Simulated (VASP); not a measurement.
# Si2WC3 (P4/mmm) in VASP: single point with PBE

Aim: the single point of Si2WC3 with PBE.

Program: VASP 6.6.1. These are calculated values, not measurements. Logs are shortened: lines on timing, memory, paths and dates and some standing lists are left out, and cuts for length are marked.

**1. The cell of the first run**

The structure is tetragonal, space group P4/mmm (No. 123). The conventional cell has a = 2.929 Å, b = 2.929 Å, c = 7.560 Å, α = 90.00°, β = 90.00°, γ = 90.00°. Si (site symmetry 4mm) has 5 Si at 2.37 to 2.93 Å and 8 C at 2.39 to 2.76 Å and 1 W at 2.60 Å within 3.1 Å. Within 2.9 Å of W (site symmetry 4/mmm) lie 8 C at 2.21 Å and 2 Si at 2.60 Å. C (site symmetry 4mm) has 1 C at 1.54 Å within 2.1 Å. Within 3.2 Å of C (site symmetry 4/mmm) lie 8 Si at 2.39 Å and 6 C at 2.93 to 3.01 Å.

**2. Single point, PBE**

The input, INCAR:

```
PREC = Accurate ; ENCUT = 600
EDIFF = 1E-6 ; ISMEAR = 0
SIGMA = 0.2 ; LREAL = F
LASPH = T ; NELM = 120
ALGO = Normal ; ISIF = 2
LWAVE = F ; LCHARG = F
GGA = PE ; NBANDS = 26
GGA_COMPAT = F
```

The input, KPOINTS:

```
regular mesh
0
Gamma
  5 5 2
```

The input, POSCAR:

```
Si2WC3
1.0
    2.9285304025      0.0000000000      0.0000000000
    0.0000000000      2.9285304025      0.0000000000
    0.0000000000      0.0000000000      7.5599397806
Si W C
2 1 3
Direct
    0.5000000000      0.5000000000      0.3433035077
    0.5000000000      0.5000000000      0.6566964923
    0.5000000000      0.5000000000      0.0000000000
    0.0000000000      0.0000000000      0.8979912320
    0.0000000000      0.0000000000      0.1020087680
    0.0000000000      0.0000000000      0.5000000000
```

Potentials or basis: VASP PAW PBE potentials, release 64 (Si, W_sv, C).

Launch:

```sh
cat potpaw_PBE.64/Si/POTCAR potpaw_PBE.64/W_sv/POTCAR potpaw_PBE.64/C/POTCAR > POTCAR
mpirun -np 1 vasp_std > vasp.out
```

OUTCAR:

```text
PREC = Accurate
   ENCUT = 600
   EDIFF = 1E-6
   ISMEAR = 0
   LREAL = F
   LASPH = T
   NELM = 120
   ISIF = 2
   GGA = PE

 ion  position               nearest neighbor table
   1  0.500  0.500  0.343-   2 2.37   6 2.39   6 2.39   6 2.39   6 2.39   3 2.60
   2  0.500  0.500  0.657-   1 2.37   6 2.39   6 2.39   6 2.39   6 2.39   3 2.60
   3  0.500  0.500  0.000-   4 2.21   5 2.21   4 2.21   5 2.21   4 2.21   5 2.21   4 2.21   5 2.21
                             1 2.60   2 2.60
   4  0.000  0.000  0.898-   5 1.54   3 2.21   3 2.21   3 2.21   3 2.21
   5  0.000  0.000  0.102-   4 1.54   3 2.21   3 2.21   3 2.21   3 2.21
   6  0.000  0.000  0.500-   1 2.39   2 2.39   1 2.39   2 2.39   1 2.39   2 2.39   1 2.39   2 2.39

  LATTYP: Found a simple tetragonal cell.
 ALAT       =     2.9285304025
 C/A-ratio  =     2.5814790156

  Lattice vectors:

 A1 = (   2.9285304025,   0.0000000000,   0.0000000000)
 A2 = (   0.0000000000,   2.9285304025,   0.0000000000)
 A3 = (   0.0000000000,   0.0000000000,   7.5599397806)

Analysis of symmetry for initial positions (statically):
=====================================================================
 Subroutine PRICEL returns:
 Original cell was already a primitive cell.

 Routine SETGRP: Setting up the symmetry group for a
 simple tetragonal supercell.

 Subroutine GETGRP returns: Found 16 space group operations
 (whereof 16 operations were pure point group operations)
 out of a pool of 16 trial point group operations.

The static configuration has the point symmetry D_4h.

Analysis of symmetry for dynamics (positions and initial velocities):
=====================================================================
 Subroutine PRICEL returns:
 Original cell was already a primitive cell.

 Routine SETGRP: Setting up the symmetry group for a
 simple tetragonal supercell.

 Subroutine GETGRP returns: Found 16 space group operations
 (whereof 16 operations were pure point group operations)
 out of a pool of 16 trial point group operations.

The dynamic configuration has the point symmetry D_4h.

 Subroutine INISYM returns: Found 16 space group operations
 (whereof 16 operations are pure point group operations),
 and found     1 'primitive' translations

----------------------------------------------------------------------------------------

                                     Primitive cell

[... 86 lines left out ...]
   LREAL  =      F    real-space projection
   EDIFFG = 0.1E-04   stopping-criterion for IOM
   NSW    =      0    number of steps for IOM
   IBRION =     -1    ionic relax: 0-MD 1-quasi-New 2-CG
   NFREE  =      0    steps in history (QN), initial steepest desc. (CG)
   ISIF   =      2    stress and relaxation
   ISYM   =      2    0-nonsym 1-usesym 2-fastsym
   POTIM  = 0.5000    time-step for ionic-motion
   TEBEG  =    0.0;   TEEND  =   0.0 temperature during run
   PSTRESS=    0.0 pullay stress
   NELECT =      34.0000    total number of electrons
   NUPDOWN=      -1.0000    fix difference up-down
   EMIN   =  10.00;   EMAX   =-10.00  energy-range for DOS
   EFERMI =   0.00;   METHOD = LEGACY
   ISMEAR =     0;   SIGMA  =   0.20  broadening in eV -4-tet -1-fermi 0-gaus
   EFERMI_NEDOS =   21; number of points for ismear=-14 and -15
   IALGO  =     38    algorithm
   IMIX   =      4    mixing-type and parameters
     AMIX     =   0.40;   BMIX     =  1.00
     AMIX_MAG =   1.60;   BMIX_MAG =  1.00
  volume/ion in A,a.u.               =      10.81        72.92
  Fermi-wavevector in a.u.,A,eV,Ry     =   1.320166  2.494752 23.712753  1.742838
  Thomas-Fermi vector in A             =   2.450012
   LORBIT       =      0    0 simple, 1 ext, 2 COOP (PROOUT), +10 PAW based schemes
   GGA     = PE    functional components
   LHFCALC =     F    Hartree Fock is set to
   AEXX    =    0.0000 exact exchange contribution
   IVDW    =     0    specifies the selected vdW correction
   LEPSILON=     F    determine dielectric tensor
   LRPA    =     F    only Hartree local field effects (RPA)
 non-spin polarized calculation
 Gauss-broadening in eV      SIGMA  =   0.20
  energy-cutoff  :      600.00
  volume of cell :       64.84
 maximum number of plane-waves:      2184
 NGX is ok and might be reduce to    24
   NGX = 11   NGY = 11   NGZ = 31

 number of electron      34.0000001 magnetization

 Free energy of the ion-electron system (eV)
  ---------------------------------------------------
  ext. energy  EPLUGINS =         0.00000000
  ---------------------------------------------------
  free energy    TOTEN  =       -43.46844255 eV

  energy without entropy =      -43.41511116  energy(sigma->0) =      -43.44177686

 E-fermi :   9.8161     XC(G=0): -12.2090

 val. band max:        9.7478930093   @ k =   0.4000   0.0000   0.0000
 cond. band min:       9.8915898008   @ k =   0.2000   0.2000   0.5000
 fundamental gap:      0.1436967915
 Fermi energy:         9.8161207027

 k-point     1 :       0.0000    0.0000    0.0000
  band No.  band energies     occupation
      1     -65.0132      2.00000
      2     -29.2244      2.00000
      3     -29.2244      2.00000
      4     -29.0481      2.00000
      5      -7.4090      2.00000
      6      -5.2071      2.00000
[... 337 lines left out ...]
     25      14.9928      0.00000
     26      17.1557      0.00000

------------------------ aborting loop because EDIFF is reached ----------------------------------------

  FORCE on cell =-STRESS in cart. coord.  units (eV):
  Direction    XX          YY          ZZ          XY          YZ          ZX
  --------------------------------------------------------------------------------------
  -------------------------------------------------------------------------------------
  Total        0.2958380      0.2958380     -0.1040201      0.0000000      0.0000000      0.0000000
  in kB        7.3104932      7.3104932     -2.5704558      0.0000000      0.0000000      0.0000000
  external PRESSURE =       4.0168435 kB  Pullay stress =       0.0000000 kB

 VOLUME and BASIS-vectors are now :
 -----------------------------------------------------------------------------
  energy-cutoff  :      600.00
  volume of cell :       64.84
      direct lattice vectors                 reciprocal lattice vectors
     2.928530402  0.000000000  0.000000000     0.341468198  0.000000000  0.000000000
     0.000000000  2.928530402  0.000000000     0.000000000  0.341468198  0.000000000
     0.000000000  0.000000000  7.559939781     0.000000000  0.000000000  0.132276186

 POSITION                                       TOTAL-FORCE (eV/Angst)
 -----------------------------------------------------------------------------------
      1.46427      1.46427      2.59535         0.000000      0.000000      0.020041
      1.46427      1.46427      4.96459         0.000000     -0.000000     -0.020041
      1.46427      1.46427      0.00000         0.000000     -0.000000      0.000000
      0.00000      0.00000      6.78876         0.000000      0.000000     -0.144531
      0.00000      0.00000      0.77118         0.000000     -0.000000      0.144531
      0.00000      0.00000      3.77997         0.000000     -0.000000      0.000000
 -----------------------------------------------------------------------------------
    total drift:                                0.000000     -0.000000     -0.000000

  FREE ENERGIE OF THE ION-ELECTRON SYSTEM (eV)
  ---------------------------------------------------
  free  energy   TOTEN  =       -43.4684425536 eV

  energy  without entropy=      -43.4151111596  energy(sigma->0) =      -43.44177686
```

OSZICAR:

```text
N       E                     dE             d eps       ncg     rms          rms(c)
DAV:   1     0.226878951447E+03    0.22688E+03   -0.19195E+04   648   0.144E+03
DAV:   2    -0.340533604224E+02   -0.26093E+03   -0.24933E+03   714   0.348E+02
DAV:   3    -0.481222594977E+02   -0.14069E+02   -0.13482E+02   832   0.719E+01
DAV:   4    -0.483919097084E+02   -0.26965E+00   -0.26798E+00   776   0.101E+01
DAV:   5    -0.483961419798E+02   -0.42323E-02   -0.42268E-02   804   0.129E+00    0.354E+01
DAV:   6    -0.439064620047E+02    0.44897E+01   -0.23725E+01   742   0.279E+01    0.979E+00
DAV:   7    -0.441719015776E+02   -0.26544E+00   -0.58453E+00   802   0.134E+01    0.893E+00
DAV:   8    -0.435280442986E+02    0.64386E+00   -0.30313E+00   822   0.669E+00    0.580E+00
DAV:   9    -0.434715663628E+02    0.56478E-01   -0.26205E-01   764   0.300E+00    0.782E-01
DAV:  10    -0.434689591115E+02    0.26073E-02   -0.35905E-02   800   0.903E-01    0.410E-01
DAV:  11    -0.434684906440E+02    0.46847E-03   -0.43310E-03   688   0.286E-01    0.250E-01
DAV:  12    -0.434685191860E+02   -0.28542E-04   -0.96091E-04   744   0.167E-01    0.726E-02
DAV:  13    -0.434684477237E+02    0.71462E-04   -0.35221E-04   768   0.895E-02    0.392E-02
DAV:  14    -0.434684475727E+02    0.15097E-06   -0.60595E-05   800   0.307E-02    0.143E-02
DAV:  15    -0.434684426941E+02    0.48786E-05   -0.23664E-05   768   0.165E-02    0.692E-03
DAV:  16    -0.434684425536E+02    0.14047E-06   -0.16359E-06   416   0.616E-03
   1 F= -.43468443E+02 E0= -.43441777E+02  d E =-.533314E-01
```

stdout:

```text
POSCAR found type information on POSCAR SiW C
 POSCAR found :  3 types and       6 ions
 scaLAPACK will be used
 LDA part: xc-table for (Slater+PW92), standard interpolation
 POSCAR, INCAR and KPOINTS ok, starting setup
 FFT: planning ... GRIDC
 FFT: planning ... GRID_SOFT
 FFT: planning ... GRID
 WAVECAR not read
 entering main loop
```

Run time: 42 s. Hardware: 1 thread of Intel Xeon 8259CL, shared host; peak memory 0.19 GiB.

What came out:

* Free energy: -43.4684 eV
* Pressure: 0.4 GPa
* Largest force: 0.145 eV/Å
* Band gap on the k mesh: zero (band 17 reaches 10.10 eV, above the bottom of band 18 at 8.05 eV)

Forces on the atoms (eV/Å):
```
Si   0.000  0.000  0.020
Si   0.000  0.000 -0.020
W    0.000  0.000  0.000
C    0.000  0.000 -0.145
C    0.000  0.000  0.145
C    0.000  0.000  0.000
```

Levels at points of the mesh, in eV from the Fermi level:
```csv
k point,band 14,band 15,band 16,band 17,band 18,band 19,band 20,band 21
"(0.00, 0.00, 0.00)",-2.21,-1.52,-1.52,-0.99,0.75,1.12,1.27,2.20
"(0.00, 0.00, 0.50)",-2.37,-2.25,-1.40,-1.40,0.26,0.75,0.91,3.82
```

Caveat: the k points lie up to 0.43 Å⁻¹ apart; spin-orbit coupling is left out, which moves the levels of the heavy elements.
